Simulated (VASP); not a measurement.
A run of VASP 6.6.1 is set up as follows.

File INCAR:

```
SYSTEM = LiNbO3
PREC = Accurate
ENCUT = 520
EDIFF = 1E-6
ISMEAR = 0
SIGMA = 0.05
LREAL = .False.
LASPH = .True.
NELM = 80
ALGO = Normal
ISIF = 2
LWAVE = .False.
LCHARG = .True.
GGA = PE
LELF = .True.
LVHAR = .True.
NBANDS = 45
```

The input KPOINTS:

```
regular mesh
0
Gamma
  6 6 6
  0 0 0
```

The input POSCAR:

```
LiNbO3
1.0
    2.5948427099      1.4981331371      4.6721811297
   -2.5948427099      1.4981331371      4.6721811297
    0.0000000000     -2.9962662741      4.6721811297
Li Nb O
2 2 6
Direct
    0.2816289705      0.2816289705      0.2816289705
    0.7816289705      0.7816289705      0.7816289705
    0.0018822551      0.0051641118     -0.0032853727
    0.5018822551      0.5051641118      0.4967146273
    0.1105883052      0.3579662670      0.7210657481
    0.7210657481      0.1105883052      0.3579662670
    0.3579662670      0.7210657481      0.1105883052
    0.2210657481      0.8579662670      0.6105883052
    0.8579662670      0.6105883052      0.2210657481
    0.6105883052      0.2210657481      0.8579662670
```

Potentials or basis: VASP PAW PBE potentials, release 64 (Li_sv, Nb_sv, O).

Launch:

```bash
$ cat potpaw_PBE.64/Li_sv/POTCAR potpaw_PBE.64/Nb_sv/POTCAR potpaw_PBE.64/O/POTCAR > POTCAR
$ mpirun -np 1 vasp_std > vasp.out
```

**Question.** Estimate the largest force.

**Answer.** 0.474 eV/Å.

**Question.** What does it give for the band gap on the k mesh?

**Answer.** 3.58 eV.

Forces in eV/Å, atoms in the order of the input:
```
Li   0.013  0.060  0.016
Li  -0.051  0.034  0.016
Nb  -0.057 -0.431 -0.189
Nb   0.323 -0.239 -0.188
O   -0.122  0.226  0.143
O    0.026  0.090 -0.013
O    0.011  0.000  0.043
O   -0.158  0.002  0.106
O    0.063  0.135  0.089
O   -0.048  0.123 -0.023
```

Caveat: the cell differs from its parent crystal (all Nb atoms moved +0.025 Å, as atom 3 towards its neighbour atom 5 (O) at 1.884 Å). A k mesh can miss the band edges.
